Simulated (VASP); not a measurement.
Wanted: the native input for a VASP 6.6.1 run.

| Item | Value |
| --- | --- |
| Task | single point |
| Functional | PBEsol |
| Potentials or basis | VASP PAW PBE potentials, release 64 (Fe) |
| Cutoff | 520 eV |
| k mesh | 26 × 26 × 26 |
| Occupations | gaussian, width 0.15 eV |
| Spin | collinear spin, ferromagnetic start |
| Starting moments | [2.64] μB |
| Dipole correction | no |
| Further INCAR settings | ALGO = Fast; EDIFF = 1e-06; NBANDS = 14 |

The structure of Fe lies in POSCAR:

```
Fe
1.0
   -1.5191050893      1.5191050893      1.2912393259
    1.5191050893     -1.5191050893      1.2912393259
    1.5191050893      1.5191050893     -1.2912393259
Fe
1
Direct
    0.0000000000      0.0000000000      0.0000000000
```

This cell differs from its parent crystal: ratio of the length along z to the lengths across it x 0.85, volume and fractional coordinates fixed.

One way to write it, as run:

INCAR

```
SYSTEM = Fe
  PREC = Accurate
  ENCUT = 520
  EDIFF = 1E-6
  ISMEAR = 0
  SIGMA = 0.15
  LREAL = .FALSE.
  LASPH = .TRUE.
  NELM = 150
  ALGO = Fast
  ISIF = 2
  LWAVE = .FALSE.
  LCHARG = .FALSE.
  ISPIN = 2
  MAGMOM = 2.64
  LORBIT = 11
  LMAXMIX = 4
  GGA = PS
  NBANDS = 14
```

KPOINTS

```
regular mesh
0
G
  26 26 26
  0 0 0
```

Potentials or basis: VASP PAW PBE potentials, release 64 (Fe).

The run is started by

```console
$ cat potpaw_PBE.64/Fe/POTCAR > POTCAR
$ mpirun -np 1 vasp_std > vasp.out
```

It gave:

```json
{"Pressure": "-10.9 GPa", "Net moment": "2.44 μB per cell", "Site moments": "Fe +2.43 μB", "Valence electrons inside the program's atomic spheres": "Fe 7.19"}
```

Caveat: the stress differs along the axes, from -17 to 1 GPa; the PAW data sets were made with another functional, which shifts forces and pressure a little.

It took 13 min on 1 thread of Oxide Virtual Turin-like Processor (shared host), peak memory 0.38 GiB.
